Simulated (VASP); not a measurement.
N: electric field gradients with PBEsol

The system is N.

```
N
1.0
     5.64900    0.00000    0.00000
     0.00000    5.64900    0.00000
     0.00000    0.00000    5.64900
N
4
Direct
  0.03000 0.03000 0.03000
  0.47000 0.97000 0.53000
  0.53000 0.47000 0.97000
  0.97000 0.53000 0.47000
```

```yaml
Program: VASP 6.6.1
Task: electric field gradients
Functional: PBEsol
Potentials_or_basis: VASP PAW PBE potentials, release 64 (N)
Cutoff: 520 eV
k_mesh: 4 × 4 × 4
Occupations: fermi-dirac, width 0.02 eV
Spin: no spin polarisation
Dipole_correction: no
Further_INCAR_settings: ALGO = Normal; EDIFF = 1e-08; NBANDS = 18
```

The pressure is -4.1 GPa, the largest force is 0.392 eV/Å and the band gap on the k mesh is zero (bands 10 and 11 overlap by 0.16 eV). The largest electric field gradient by atom is N -6.1 V/Å².

Forces on the atoms (eV/Å):
```
N    0.226  0.226  0.226
N   -0.226 -0.226  0.226
N    0.226 -0.226 -0.226
N   -0.226  0.226 -0.226
```

Levels at points of the mesh, in eV from the Fermi level:
| k point | band 8 | band 9 | band 10 | band 11 | band 12 | band 13 |
| --- | --- | --- | --- | --- | --- | --- |
| (0.00, 0.00, 0.00) | -0.03 | -0.03 | -0.03 | 0.01 | 0.01 | 0.06 |
| (0.50, 0.00, 0.00) | -0.26 | -0.16 | -0.16 | 0.02 | 0.02 | 0.14 |
| (0.50, 0.50, 0.00) | -0.32 | -0.14 | -0.14 | 0.00 | 0.00 | 0.18 |
| (0.50, 0.50, 0.50) | -0.56 | 0.16 | 0.16 | 0.16 | 0.16 | 0.18 |

Electric field gradients, principal values (V/Å²):
| atom | least | middle | greatest (by size) |
| --- | --- | --- | --- |
| 1 N | 3.034 | 3.034 | -6.069 |
| 2 N | 3.034 | 3.034 | -6.069 |
| 3 N | 3.034 | 3.034 | -6.069 |
| 4 N | 3.034 | 3.034 | -6.069 |

Wall time 47 s on 1 thread of Intel Xeon 8259CL, on a shared host, peak memory 0.25 GiB.

Caveat: the cell stands under tension; without QUAD_EFG the Cq values of the log hold for a quadrupole moment of 1 mb, not for the nuclei; the PAW data sets were made with another functional, which shifts forces and pressure a little.
